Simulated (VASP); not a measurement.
# InP: single point with LDA

InP:

```
In P
1.0
     0.00000    2.67728    2.77195
     2.67728    0.00000    2.77195
     2.67728    2.67728    0.00000
In P
1 1
Direct
  0.00000 0.00000 0.00000
  0.50000 0.50000 0.50000
```

This cell differs from its parent crystal: mode 4 frozen in at +0.000 Å, strain +e along z and -e/2 along x and y +0.0233.

```
Program             : VASP 6.6.1
Task                : single point
Functional          : LDA
Potentials or basis : VASP PAW LDA potentials, release 64 (In_d, P)
Cutoff              : 520 eV
k mesh              : 14 × 14 × 14
Occupations         : gaussian, width 0.15 eV
Spin                : no spin polarisation
```

```json
{
  "Pressure": "0.2 GPa",
  "Band gap on the k mesh": "zero (band 9 reaches 8.10 eV, above the bottom of band 10 at 5.29 eV)"
}
```

Stress tensor (GPa, compression positive):
```
 1.66  0.00  0.00
 0.00  1.66  0.00
 0.00  0.00 -2.61
```

Levels at points of the mesh, in eV from the Fermi level:
```csv
k point,band 7,band 8,band 9,band 10,band 11,band 12
"(0.00, 0.00, 0.00)",-0.43,-0.43,-0.11,0.94,6.99,7.24
"(0.50, 0.00, 0.00)",-7.06,0.11,0.30,2.38,3.23,3.46
"(0.50, 0.50, 0.00)",-5.38,-2.45,-2.45,-2.29,3.82,10.40
"(0.50, 0.00, 0.50)",-5.38,-2.82,-2.69,-2.40,3.66,9.67
```

It took 2.1 min on 1 thread of Intel(R) Xeon(R) Platinum 8488C (Sapphire Rapids) (shared host), peak memory 0.26 GiB.

Caveat: the cell differs from its parent crystal (mode 4 frozen in at +0.000 Å, strain +e along z and -e/2 along x and y +0.0233); spin-orbit coupling is left out, which moves the levels of the heavy elements.
